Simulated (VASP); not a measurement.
Au: single point with PBEsol

Crystal: Au.

```
CELL_PARAMETERS angstrom
0.00000 2.05919 2.05919
2.05919 0.00000 2.05919
2.05919 2.05919 0.00000
ATOMIC_POSITIONS crystal
Au 0.00000 0.00000 0.00000
```

This cell differs from its parent crystal: volume scaled by 1.03.

```
Program                : VASP 6.6.1
Task                   : single point
Functional             : PBEsol
Potentials or basis    : VASP PAW PBE potentials, release 64 (Au)
Cutoff                 : 520 eV
k mesh                 : 22 × 22 × 22
Occupations            : gaussian, width 0.05 eV
Spin                   : no spin polarisation
Dipole correction      : no
Further INCAR settings : ALGO = Normal; EDIFF = 1e-07; NBANDS = 12
```

* Pressure: -4.4 GPa

Levels at points of the mesh, in eV from the Fermi level:
| k point | band 3 | band 4 | band 5 | band 6 | band 7 | band 8 | band 9 | band 10 |
| --- | --- | --- | --- | --- | --- | --- | --- | --- |
| (0.00, 0.00, 0.00) | -4.50 | -4.50 | -3.04 | -3.04 | 14.57 | 18.43 | 18.43 | 18.43 |
| (0.50, 0.00, 0.00) | -4.54 | -1.89 | -1.89 | -0.87 | 2.97 | 14.01 | 16.95 | 16.95 |
| (0.50, 0.50, 0.00) | -1.93 | -1.58 | -1.58 | 1.07 | 5.59 | 9.93 | 9.93 | 16.94 |

It took 19 s on 1 thread of Intel(R) Xeon(R) 6975P-C (Granite Rapids), on a shared host, peak memory 0.19 GiB.

Caveat: the PAW data sets were made with another functional, which shifts forces and pressure a little; spin-orbit coupling is left out, which moves the levels of the heavy elements.
